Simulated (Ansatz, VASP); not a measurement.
**KTaO3: VASP beside Ansatz**

File INCAR:

```
SYSTEM = KTaO3
PREC = Accurate
ENCUT = 520
EDIFF = 1E-6
ISMEAR = 0
SIGMA = 0.05
LREAL = .False.
LASPH = .True.
NELM = 100
ALGO = Normal
ISIF = 2
LWAVE = .False.
LCHARG = .True.
GGA = PS
LELF = .True.
LVHAR = .True.
NBANDS = 27
```

KPOINTS

```
Automatic mesh
0
Gamma
  8 8 8
  0 0 0
```

The input POSCAR:

```
KTaO3
1.0
    3.9283830862      0.0000000000      0.0000000000
    0.0000000000      3.9283830862      0.0000000000
    0.0000000000      0.0000000000      3.7736047926
K Ta O
1 1 3
Direct
    0.5000000000      0.5000000000      0.5000000000
    0.0000000000      0.0000000000      0.0000000000
    0.5000000000      0.0000000000      0.0000000000
    0.0000000000      0.5000000000      0.0000000000
    0.0000000000      0.0000000000      0.5000000000
```

Input for Ansatz:

```yaml
crystal:
  lattice:
    - [3.9283830862, 0.0, 0.0]
    - [0.0, 3.9283830862, 0.0]
    - [0.0, 0.0, 3.7736047926]
  atoms:
    - { symbol: K, position: [0.5, 0.5, 0.5] }
    - { symbol: Ta, position: [0.0, 0.0, 0.0] }
    - { symbol: O, position: [0.5, 0.0, 0.0] }
    - { symbol: O, position: [0.0, 0.5, 0.0] }
    - { symbol: O, position: [0.0, 0.0, 0.5] }
basis:
  ecutwfc: 520.0
kpoints:
  mp_grid: { grid: [8, 8, 8] }
hamiltonian:
  xc: pbesol
  pseudopotentials: { kind: paw }
scf:
  occupations: { method: gaussian, width: 0.05 }
output:
  forces: true
  stress: true
  eigenvalues: true
```

Alike in both runs: task single point; functional PBEsol; k mesh 8 × 8 × 8; occupations gaussian, width 0.05 eV; no spin polarisation.

|  | VASP | Ansatz |
| --- | --- | --- |
| version | VASP 6.6.1 | Ansatz 0.2.0 |
| potentials or method | VASP PAW PBE potentials, release 64 (K_sv, Ta_pv, O), cutoff 520 eV | scalar-relativistic, plane waves, PAW |
| valence electrons in the cell | 38 | 40 |

```csv
,VASP,Ansatz,Ansatz less VASP
gap on the k mesh at the Fermi level (eV),2.18,2.23,+0.051
least direct gap on the mesh (eV),2.69,2.73,+0.042
pressure (GPa),22.3,21.1,-1.22
"traceless stress, the component that is largest in VASP (GPa)",14.99,14.68,-0.308
```

VASP's potentials were made for PBE, not for PBEsol. VASP's potentials hold 38 valence electrons a cell and Ansatz's 40, so a difference there can come from the potentials and not from the codes.

Neither program's run includes spin-orbit coupling.
